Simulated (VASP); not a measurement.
Wanted: the native input for a VASP 6.6.1 run.

```yaml
Task: single point
Functional: PBE
Potentials_or_basis: VASP PAW PBE potentials, release 64 (Sc_sv, Al, As)
Cutoff: 520 eV
k_mesh: 6 × 6 × 4
Occupations: gaussian, width 0.1 eV
Spin: collinear spin
Starting_moments: "[1.0, 1.0, 0.0, 0.0, 0.0, 0.0] μB"
Dipole_correction: no
Further_INCAR_settings: ALGO = Normal; EDIFF = 1e-06; NBANDS = 33
```

The structure of Sc2AlAs3 lies in POSCAR:

```
Sc2AlAs3
1.0
    5.0510373441      0.0000000000      0.0000000000
   -2.5255186721      4.3743266555      0.0000000000
    0.0000000000      0.0000000000      5.4898084188
Sc Al As
2 1 3
Direct
    0.3333333333      0.6666666667      0.0000000000
    0.6666666667      0.3333333333      0.0000000000
    0.0000000000      0.0000000000      0.5000000000
    0.3333333333      0.6666666667      0.5000000000
    0.6666666667      0.3333333333      0.5000000000
    0.0000000000      0.0000000000      0.0000000000
```

The cell was generated, and may not be a known phase.

The input as run:

INCAR

```
SYSTEM = Sc2AlAs3
PREC = Accurate
ENCUT = 520
EDIFF = 1E-6
ISMEAR = 0
SIGMA = 0.1
LREAL = .False.
LASPH = .True.
NELM = 150
ALGO = Normal
ISIF = 2
LWAVE = .False.
LCHARG = .False.
ISPIN = 2
MAGMOM = 1 1 0 0 0 0
LORBIT = 11
LMAXMIX = 4
GGA = PE
NBANDS = 33
```

KPOINTS

```
regular mesh
0
Gamma
  6 6 4
  0 0 0
```

Potentials or basis: VASP PAW PBE potentials, release 64 (Sc_sv, Al, As).

Run with:

```bash
$ cat potpaw_PBE.64/Sc_sv/POTCAR potpaw_PBE.64/Al/POTCAR potpaw_PBE.64/As/POTCAR > POTCAR
$ mpirun -np 1 vasp_std > vasp.out
```

It gave:

- Pressure: 0.6 GPa
- Net moment: 1.61 μB per cell
- Site moments: Sc +0.57; Al +0.02; As +0.00, -0.04 (each value once) μB
- Valence electrons inside the program's atomic spheres: Sc 9.49; Al 0.70; As 2.73, 2.80 (each value once)

Wall time 2.4 min on 1 thread of Intel(R) Xeon(R) Platinum 8488C (Sapphire Rapids) (shared host), peak memory 0.36 GiB.
